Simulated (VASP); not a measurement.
# Ge: single point with PBEsol

Ge:

```
Ge
1.0
    -2.57449    2.57449    1.39741
     2.57449   -2.57449    1.39741
     2.57449    2.57449   -1.39741
Ge
2
Cartesian
  2.5745 0.0000 0.6987
  0.0000 0.0000 1.3974
```

| Quantity | Value |
| --- | --- |
| Program | VASP 6.6.1 |
| Task | single point |
| Functional | PBEsol |
| Potentials or basis | VASP PAW PBE potentials, release 64 (Ge_d) |
| Cutoff | 500 eV |
| k mesh | 11 × 11 × 7 |
| Occupations | fermi-dirac, width 0.2 eV |
| Spin | no spin polarisation |
| Dipole correction | no |
| Further INCAR settings | ALGO = Normal; EDIFF = 1e-06; NBANDS = 21; ISYM = 0 |

| Item | Value |
| --- | --- |
| Pressure | -0.5 GPa |
| Largest force | 0.004 eV/Å |
| Band gap on the k mesh | zero (bands 14 and 15 overlap by 4.89 eV) |

Forces in eV/Å, atoms in the order of the input:
```
Ge  -0.003  0.003  0.000
Ge   0.003 -0.003  0.000
```

Stress tensor (GPa, compression positive):
```
-0.62  0.01  0.04
 0.01 -0.62  0.04
 0.04  0.04 -0.40
```

Levels at points of the mesh, in eV from the Fermi level:
```csv
k point,band 12,band 13,band 14,band 15,band 16,band 17
"(0.00, 0.00, 0.00)",-4.06,-2.33,-2.33,3.25,7.60,7.60
```

Wall time 110 s on 1 thread of Intel(R) Xeon(R) 6975P-C (Granite Rapids), with other jobs on the host, peak memory 0.34 GiB.

Caveat: the PAW data sets were made with another functional, which shifts forces and pressure a little.
